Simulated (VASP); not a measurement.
Input of a VASP 6.6.1 run:

The input INCAR:

```
  PREC = Accurate
  ENCUT = 400
  EDIFF = 1E-6
  ISMEAR = -1
  SIGMA = 0.05
  LREAL = False
  LASPH = True
  NELM = 120
  ALGO = Normal
  ISIF = 2
  LWAVE = False
  LCHARG = False
  GGA = PE
  NBANDS = 26
  GGA_COMPAT = False
  NELMDL = -8
```

Contents of KPOINTS:

```
Automatic mesh
0
Gamma
  9 9 1
```

Contents of POSCAR:

```
In
1.0
    3.3354847820      0.0000000000      0.0000000000
   -1.6677423910      2.8886145552      0.0000000000
    0.0000000000      0.0000000000     20.5091429200
In
3
Direct
    0.3333333300      0.6666666600      0.3656905620
    0.6666666700      0.3333333400      0.5000000000
    0.3333333300      0.6666666600      0.6343094380
```

Potentials or basis: VASP PAW PBE potentials, release 64 (In_d).

Command:

```bash
$ cat potpaw_PBE.64/In_d/POTCAR > POTCAR
$ mpirun -np 1 vasp_std > vasp.out
```

Question: Predict the largest force.

Answer: 0.061 eV/Å.

Forces in eV/Å, atoms in the order of the input:
```
In   0.000  0.000 -0.061
In   0.000  0.000  0.000
In   0.000  0.000  0.061
```
